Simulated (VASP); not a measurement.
Write the native input for VASP 6.6.1 that does the following.

```yaml
Task: single point
Functional: PBE
Potentials_or_basis: VASP PAW PBE potentials, release 64 (Na_pv, F)
Cutoff: 520 eV
k_mesh: 10 × 10 × 10
Occupations: gaussian, width 0.05 eV
Spin: no spin polarisation
Dipole_correction: no
Further_INCAR_settings: ALGO = Normal; EDIFF = 1e-06; NBANDS = 14
```

The structure of NaF lies in POSCAR:

```
NaF
1.0
    0.0000000000      2.6079473600      1.8438187835
    2.6079473600      0.0000000000      1.8438187835
    2.6079473600      2.6079473600      0.0000000000
Na F
1 1
Direct
    0.0000000000      0.0000000000      0.0000000000
    0.5000000000      0.5000000000      0.5000000000
```

This cell differs from its parent crystal: ratio of the length along z to the lengths across it x 0.707, volume and fractional coordinates fixed.

The input as run:

INCAR

```
SYSTEM = NaF
PREC = Accurate ; ENCUT = 520
EDIFF = 1E-6 ; ISMEAR = 0
SIGMA = 0.05 ; LREAL = .False.
LASPH = .True. ; NELM = 80
ALGO = Normal ; ISIF = 2
LWAVE = .False. ; LCHARG = .False.
GGA = PE ; NBANDS = 14
```

KPOINTS

```
Automatic mesh
0
Gamma
  10 10 10
  0 0 0
```

Potentials or basis: VASP PAW PBE potentials, release 64 (Na_pv, F).

Command:

```bash
$ cat potpaw_PBE.64/Na_pv/POTCAR potpaw_PBE.64/F/POTCAR > POTCAR
$ mpirun -np 1 vasp_std > vasp.out
```

It gave:

| Quantity | Value |
| --- | --- |
| Pressure | 23.3 GPa |
| Band gap on the k mesh | 5.74 eV |

Caveat: the cell stands under pressure.

Wall time 70 s on 1 thread of AMD EPYC 7R13, on a shared host, peak memory 0.13 GiB.
